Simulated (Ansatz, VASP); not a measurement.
# TiSi3: VASP beside Ansatz

```
Si Ti
1.0
     0.00000   -3.09315    3.09315
     3.09315   -3.09315    0.00000
     3.09315    0.00000    3.09315
Si Ti
3 1
Direct
  0.00000 0.00000 0.00000
  0.25000 0.25000 0.25000
  0.50000 0.50000 0.50000
  0.75000 0.75000 0.75000
```

Alike in both runs: task relaxation of cell and atoms; functional PBEsol; k mesh 12 × 12 × 12; occupations gaussian, width 0.1 eV; no spin polarisation.

```csv
,VASP,Ansatz
version,VASP 6.6.1,Ansatz 0.2.0
potentials or method,"VASP PAW PBE potentials, release 64 (Si, Ti_sv), cutoff 600 eV","scalar-relativistic, plane waves, PAW"
valence electrons in the cell,24,24
```

|  | VASP | Ansatz | Ansatz less VASP |
| --- | --- | --- | --- |
| gap on the k mesh at the Fermi level, each at its own relaxed structure (eV) | none | none | - |
| relaxed volume (Å³/atom) | 14.64 | 14.64 | 0.000 |
| relaxed cell length with the largest relative difference (Å) | 4.359 | 4.359 | 0.0000 |

VASP's potentials were made for PBE, not for PBEsol. A gap of «none» marks a metal or a gap that the smearing closes.
